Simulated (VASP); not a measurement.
# Ge (Fd-3m) in VASP: a series of runs

The runs below take Ge through single point, relaxation of cell and atoms, with BLYP.

Program: VASP 6.6.1. These are calculated values, not measurements. Logs are shortened: lines on timing, memory, paths and dates and some standing lists are left out, and cuts for length are marked.

### Step 1. The cell of the first run

It takes space group Fd-3m (No. 227, cubic). Conventional cell: a = 5.894 Å, b = 5.894 Å, c = 5.894 Å, α = 90.00°, β = 90.00°, γ = 90.00°. Ge (site symmetry -43m) has 4 Ge at 2.55 Å within 3.4 Å.

### Step 2. Single point, BLYP

INCAR reads:

```
SYSTEM = Ge
AGGAC    = 1.0          
AGGAX    = 1.0          
ALDAC    = 0.0          
ALDAX    = 1.0          
ALGO     = Normal         ! electronic algorithm
EDIFF    = 1E-6           ! SCF threshold, eV
ENCUT    = 520            ! plane-wave cutoff, eV
GGA      = B5             ! functional
ISIF     = 2              ! what is computed and relaxed
ISMEAR   = -1             ! smearing method
LASPH    = .TRUE.         ! aspherical terms in the spheres
LCHARG   = .FALSE.        ! write CHGCAR
LREAL    = .FALSE.        ! projectors in reciprocal space
LWAVE    = .FALSE.        ! write WAVECAR
NBANDS   = 21             ! bands
NELM     = 100            ! most SCF steps
PREC     = Accurate       ! precision mode
SIGMA    = 0.05           ! smearing width, eV
```

KPOINTS reads:

```
k-points
0
G
  5 5 5
  0 0 0
```

POSCAR reads:

```
Ge
1.0
    0.0000000000      2.9469155335      2.9469155335
    2.9469155335      0.0000000000      2.9469155335
    2.9469155335      2.9469155335      0.0000000000
Ge
2
Direct
    0.5000000000      0.5000000000      0.5000000000
    0.7500000000      0.7500000000      0.7500000000
```

Potentials or basis: VASP PAW PBE potentials, release 64 (Ge_d).

Started as:

```bash
cat potpaw_PBE.64/Ge_d/POTCAR > POTCAR
mpirun -np 1 vasp_std > vasp.out
```

OUTCAR:

```text
SYSTEM = Ge
   EDIFF = 1E-6
   ENCUT = 520
   GGA = B5
   ISIF = 2
   ISMEAR = -1
   LASPH = .TRUE.
   LREAL = .FALSE.
   NELM = 100
   PREC = Accurate

 ion  position               nearest neighbor table
   1  0.500  0.500  0.500-   2 2.55   2 2.55   2 2.55   2 2.55
   2  0.750  0.750  0.750-   1 2.55   1 2.55   1 2.55   1 2.55

  LATTYP: Found a face centered cubic cell.
 ALAT       =     5.8938310670

  Lattice vectors:

 A1 = (   0.0000000000,   2.9469155335,   2.9469155335)
 A2 = (   2.9469155335,   0.0000000000,   2.9469155335)
 A3 = (   2.9469155335,   2.9469155335,   0.0000000000)

Analysis of symmetry for initial positions (statically):
=====================================================================
 Subroutine PRICEL returns:
 Original cell was already a primitive cell.

 Routine SETGRP: Setting up the symmetry group for a
 face centered cubic supercell.

 Subroutine GETGRP returns: Found 48 space group operations
 (whereof 24 operations were pure point group operations)
 out of a pool of 48 trial point group operations.

The static configuration has the point symmetry T_d .
 The point group associated with its full space group is O_h .

Analysis of symmetry for dynamics (positions and initial velocities):
=====================================================================
 Subroutine PRICEL returns:
 Original cell was already a primitive cell.

 Routine SETGRP: Setting up the symmetry group for a
 face centered cubic supercell.

 Subroutine GETGRP returns: Found 48 space group operations
 (whereof 24 operations were pure point group operations)
 out of a pool of 48 trial point group operations.

The dynamic configuration has the point symmetry T_d .
 The point group associated with its full space group is O_h .

 Subroutine INISYM returns: Found 48 space group operations
 (whereof 24 operations are pure point group operations),
 and found     1 'primitive' translations

----------------------------------------------------------------------------------------

                                     Primitive cell

  volume of cell :      51.1839

  direct lattice vectors                    reciprocal lattice vectors
     0.000000000  2.946915533  2.946915533    -0.169668928  0.169668928  0.169668928
     2.946915533  0.000000000  2.946915533     0.169668928 -0.169668928  0.169668928
     2.946915533  2.946915533  0.000000000     0.169668928  0.169668928 -0.169668928

  length of vectors
     4.167567915  4.167567915  4.167567915     0.293875204  0.293875204  0.293875204

  position of ions in fractional coordinates (direct lattice)
     0.500000000  0.500000000  0.500000000
     0.750000000  0.750000000  0.750000000

  ion indices of the primitive-cell ions
   primitive index   ion index
                 1           1
                 2           2

----------------------------------------------------------------------------------------

 KPOINTS: k-points

Automatic generation of k-mesh.
 Grid dimensions read from file:
 generate k-points for:    5    5    5

 Generating k-lattice:

  Cartesian coordinates                     Fractional coordinates (reciprocal lattice)
    -0.033933786  0.033933786  0.033933786     0.200000000  0.000000000  0.000000000
     0.033933786 -0.033933786  0.033933786     0.000000000  0.200000000  0.000000000
     0.033933786  0.033933786 -0.033933786     0.000000000  0.000000000  0.200000000

  Length of vectors
     0.058775041  0.058775041  0.058775041

  Shift w.r.t. Gamma in fractional coordinates (k-lattice)
     0.000000000  0.000000000  0.000000000

 Subroutine IBZKPT returns following result:
 ===========================================

 Found     10 irreducible k-points:

 Following reciprocal coordinates:
            Coordinates               Weight
  0.000000  0.000000  0.000000      1.000000
  0.200000  0.000000  0.000000      8.000000
  0.400000  0.000000  0.000000      8.000000
  0.200000  0.200000  0.000000      6.000000
  0.400000  0.200000  0.000000     24.000000
 -0.400000  0.200000  0.000000     24.000000
 -0.200000  0.200000  0.000000     12.000000
  0.400000  0.400000  0.000000      6.000000
 -0.400000  0.400000  0.000000     12.000000
 -0.400000  0.400000  0.200000     24.000000
   k-points           NKPTS =     10   k-points in BZ     NKDIM =     10   number of bands    NBANDS=     21
   number of dos      NEDOS =    301   number of ions     NIONS =      2
   total plane-waves  NPLWV =  32768
   dimension x,y,z NGX =    32 NGY =   32 NGZ =   32
   dimension x,y,z NGXF=    64 NGYF=   64 NGZF=   64
   ions per type =               2
   NGX,Y,Z   is equivalent  to a cutoff of  12.76, 12.76, 12.76 a.u.
   NGXF,Y,Z  is equivalent  to a cutoff of  25.53, 25.53, 25.53 a.u.
 SYSTEM =  Ge
   PREC   = accura    normal or accurate (medium, high low for compatibility)
   ISTART =      0    job   : 0-new  1-cont  2-samecut
   ICHARG =      2    charge: 1-file 2-atom 10-const
   ISPIN  =      1    spin polarized calculation?
   LNONCOLLINEAR =      F non collinear calculations
   LSORBIT =      F    spin-orbit coupling
   LASPH  =      T    aspherical Exc in radial PAW
   ENCUT  =  520.0 eV  38.22 Ry    6.18 a.u.   7.75  7.75  7.75*2*pi/ulx,y,z
   NELM   =    100;   NELMIN=  2; NELMDL= -5     # of ELM steps
   EDIFF  = 0.1E-05   stopping-criterion for ELM
   LREAL  =      F    real-space projection
   EDIFFG = 0.1E-04   stopping-criterion for IOM
   NSW    =      0    number of steps for IOM
   IBRION =     -1    ionic relax: 0-MD 1-quasi-New 2-CG
   NFREE  =      0    steps in history (QN), initial steepest desc. (CG)
   ISIF   =      2    stress and relaxation
   ISYM   =      2    0-nonsym 1-usesym 2-fastsym
   POTIM  = 0.5000    time-step for ionic-motion
   TEBEG  =    0.0;   TEEND  =   0.0 temperature during run
   PSTRESS=    0.0 pullay stress
   NELECT =      28.0000    total number of electrons
   NUPDOWN=      -1.0000    fix difference up-down
   EMIN   =  10.00;   EMAX   =-10.00  energy-range for DOS
   EFERMI =   0.00;   METHOD = LEGACY
   ISMEAR =    -1;   SIGMA  =   0.05  broadening in eV -4-tet -1-fermi 0-gaus
   EFERMI_NEDOS =   21; number of points for ismear=-14 and -15
   IALGO  =     38    algorithm
   IMIX   =      4    mixing-type and parameters
     AMIX     =   0.40;   BMIX     =  1.00
     AMIX_MAG =   1.60;   BMIX_MAG =  1.00
  volume/ion in A,a.u.               =      25.59       172.70
  Fermi-wavevector in a.u.,A,eV,Ry     =   1.338905  2.530164 24.390716  1.792667
  Thomas-Fermi vector in A             =   2.467339
   LORBIT       =      0    0 simple, 1 ext, 2 COOP (PROOUT), +10 PAW based schemes
   GGA     = B5    functional components
   LHFCALC =     F    Hartree Fock is set to
   AEXX    =    0.0000 exact exchange contribution
   IVDW    =     0    specifies the selected vdW correction
   LEPSILON=     F    determine dielectric tensor
   LRPA    =     F    only Hartree local field effects (RPA)
 non-spin polarized calculation
  energy-cutoff  :      520.00
  volume of cell :       51.18
 maximum number of plane-waves:      1411
   NGX = 15   NGY = 15   NGZ = 15

 number of electron      27.9999979 magnetization

 Free energy of the ion-electron system (eV)
  ---------------------------------------------------
  ext. energy  EPLUGINS =         0.00000000
  ---------------------------------------------------
  free energy    TOTEN  =        -7.59989853 eV

  energy without entropy =       -7.59598897  energy(sigma->0) =       -7.59794375

 E-fermi :   4.1323     XC(G=0):  -8.7983

 val. band max:        3.7258165683   @ k =   0.2000   0.0000   0.0000
 cond. band min:       4.1906456906   @ k =   0.4000   0.0000   0.0000
 fundamental gap:      0.4648291223
 Fermi energy:         4.1322756720

 k-point     1 :       0.0000    0.0000    0.0000
  band No.  band energies     occupation
      1     -20.3488      2.00000
      2     -20.3488      2.00000
      3     -20.3488      2.00000
      4     -20.3197      2.00000
      5     -20.3197      2.00000
      6     -20.1661      2.00000
[... 13 lines left out ...]
     20      13.6156      0.00000
     21      13.6156      0.00000

 k-point     2 :       0.2000    0.0000    0.0000
  band No.  band energies     occupation
      1     -20.3592      2.00000
      2     -20.3592      2.00000
      3     -20.3442      2.00000
      4     -20.3042      2.00000
      5     -20.3042      2.00000
      6     -20.1832      2.00000
[... 13 lines left out ...]
     20      12.5733      0.00000
     21      12.5733      0.00000

 k-point     3 :       0.4000    0.0000    0.0000
  band No.  band energies     occupation
      1     -20.3664      2.00000
      2     -20.3664      2.00000
      3     -20.3364      2.00000
      4     -20.2907      2.00000
      5     -20.2907      2.00000
      6     -20.1935      2.00000
[... 13 lines left out ...]
     20      13.8832      0.00000
     21      13.8833      0.00000

 k-point     4 :       0.2000    0.2000    0.0000
  band No.  band energies     occupation
      1     -20.3586      2.00000
      2     -20.3586      2.00000
      3     -20.3533      2.00000
      4     -20.3039      2.00000
      5     -20.2850      2.00000
      6     -20.2136      2.00000
[... 13 lines left out ...]
     20      13.0262      0.00000
     21      14.2491      0.00000

 k-point     5 :       0.4000    0.2000    0.0000
  band No.  band energies     occupation
      1     -20.3754      2.00000
      2     -20.3673      2.00000
      3     -20.3324      2.00000
      4     -20.2852      2.00000
      5     -20.2654      2.00000
      6     -20.2327      2.00000
[... 13 lines left out ...]
     20      14.1069      0.00000
     21      15.0920      0.00000

 k-point     6 :      -0.4000    0.2000    0.0000
  band No.  band energies     occupation
      1     -20.3816      2.00000
      2     -20.3724      2.00000
      3     -20.3146      2.00000
      4     -20.2764      2.00000
      5     -20.2705      2.00000
      6     -20.2164      2.00000
[... 13 lines left out ...]
     20      13.4524      0.00000
     21      14.8234      0.00000

 k-point     7 :      -0.2000    0.2000    0.0000
  band No.  band energies     occupation
      1     -20.3703      2.00000
      2     -20.3699      2.00000
      3     -20.3284      2.00000
      4     -20.2963      2.00000
      5     -20.2804      2.00000
      6     -20.2072      2.00000
[... 13 lines left out ...]
     20      13.7033      0.00000
     21      14.0858      0.00000

 k-point     8 :       0.4000    0.4000    0.0000
  band No.  band energies     occupation
      1     -20.3724      2.00000
      2     -20.3724      2.00000
      3     -20.3309      2.00000
      4     -20.2781      2.00000
      5     -20.2631      2.00000
      6     -20.2257      2.00000
[... 13 lines left out ...]
     20      15.8657      0.00000
     21      16.1554      0.00000

 k-point     9 :      -0.4000    0.4000    0.0000
  band No.  band energies     occupation
      1     -20.3841      2.00000
      2     -20.3748      2.00000
      3     -20.3067      2.00000
      4     -20.2771      2.00000
      5     -20.2437      2.00000
      6     -20.2349      2.00000
[... 13 lines left out ...]
     20      14.4881      0.00000
     21      16.2319      0.00000

 k-point    10 :      -0.4000    0.4000    0.2000
  band No.  band energies     occupation
      1     -20.3830      2.00000
      2     -20.3791      2.00000
      3     -20.3028      2.00000
      4     -20.2647      2.00000
      5     -20.2559      2.00000
      6     -20.2410      2.00000
[... 13 lines left out ...]
     20      14.1098      0.00000
     21      16.5136      0.00000

------------------------ aborting loop because EDIFF is reached ----------------------------------------

  FORCE on cell =-STRESS in cart. coord.  units (eV):
  Direction    XX          YY          ZZ          XY          YZ          ZX
  --------------------------------------------------------------------------------------
  -------------------------------------------------------------------------------------
  Total        0.0536485      0.0536485      0.0536485      0.0000000      0.0000000     -0.0000000
  in kB        1.6793254      1.6793254      1.6793254      0.0000000      0.0000000     -0.0000000
  external PRESSURE =       1.6793254 kB  Pullay stress =       0.0000000 kB

 VOLUME and BASIS-vectors are now :
 -----------------------------------------------------------------------------
  energy-cutoff  :      520.00
  volume of cell :       51.18
      direct lattice vectors                 reciprocal lattice vectors
     0.000000000  2.946915533  2.946915533    -0.169668928  0.169668928  0.169668928
     2.946915533  0.000000000  2.946915533     0.169668928 -0.169668928  0.169668928
     2.946915533  2.946915533  0.000000000     0.169668928  0.169668928 -0.169668928

 POSITION                                       TOTAL-FORCE (eV/Angst)
 -----------------------------------------------------------------------------------
      2.94692      2.94692      2.94692        -0.000000      0.000000      0.000000
      4.42037      4.42037      4.42037         0.000000     -0.000000     -0.000000
 -----------------------------------------------------------------------------------
    total drift:                               -0.000000     -0.000000      0.000000

  FREE ENERGIE OF THE ION-ELECTRON SYSTEM (eV)
  ---------------------------------------------------
  free  energy   TOTEN  =        -7.5998985333 eV

  energy  without entropy=       -7.5959889655  energy(sigma->0) =       -7.59794375
```

It took 9.8 s on 1 thread of Intel Xeon 6975P-C (Granite Rapids), shared host; peak memory 0.17 GiB.

What came out:

| Quantity | Value |
| --- | --- |
| Free energy | -7.5999 eV |
| Pressure | 0.2 GPa |
| Band gap on the k mesh | zero (band 14 reaches 4.30 eV, above the bottom of band 15 at 4.19 eV) |

Caveat: the k points lie up to 0.37 Å⁻¹ apart; the PAW data sets were made with another functional, which shifts forces and pressure a little.

[end of part 1 of 3]
